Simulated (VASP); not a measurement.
## Co: single point with PBE

The system is Co.

```
Co
1.0
     0.00000    1.76007    1.76007
     1.76007    0.00000    1.76007
     1.76007    1.76007    0.00000
Co
1
Cartesian
  0.0000 0.0000 0.0000
```

* Program: VASP 6.6.1
* Task: single point
* Functional: PBE
* Potentials or basis: VASP PAW PBE potentials, release 64 (Co)
* Cutoff: 520 eV
* k mesh: 20 × 20 × 20
* Occupations: gaussian, width 0.1 eV
* Spin: collinear spin, ferromagnetic start
* Starting moments: [1.94] μB
* Dipole correction: no
* Further INCAR settings: ALGO = Normal; EDIFF = 1e-06; NBANDS = 14

```yaml
Pressure: -0.7 GPa
Net_moment: 1.64 μB per cell
Site_moments: Co +1.65 μB
Valence_electrons_inside_the_program's_atomic_spheres: Co 8.26
```

Levels at points of the mesh, in eV from the Fermi level:
Spin up:
```tsv
k point	band 3	band 4	band 5	band 6	band 7	band 8
(0.00, 0.00, 0.00)	-2.71	-2.71	-1.69	-1.69	22.99	27.30
(0.50, 0.00, 0.00)	-2.85	-0.79	-0.79	-0.29	6.08	21.56
(0.50, 0.50, 0.00)	-0.91	-0.53	-0.53	2.50	9.52	14.83
```
Spin down:
```csv
k point,band 1,band 2,band 3,band 4,band 5,band 6,band 7,band 8,band 9
"(0.00, 0.00, 0.00)",-8.97,-1.14,-1.14,-1.14,0.31,0.31,22.67,27.46,27.46
"(0.50, 0.00, 0.00)",-4.28,-1.15,-1.15,-0.34,1.12,1.12,7.08,21.25,25.11
"(0.50, 0.50, 0.00)",-4.08,-3.38,1.18,1.29,1.29,2.51,10.43,15.00,15.00
```

It took 34 s on 1 thread of Intel(R) Xeon(R) 6975P-C (Granite Rapids), on a shared host, peak memory 0.18 GiB.
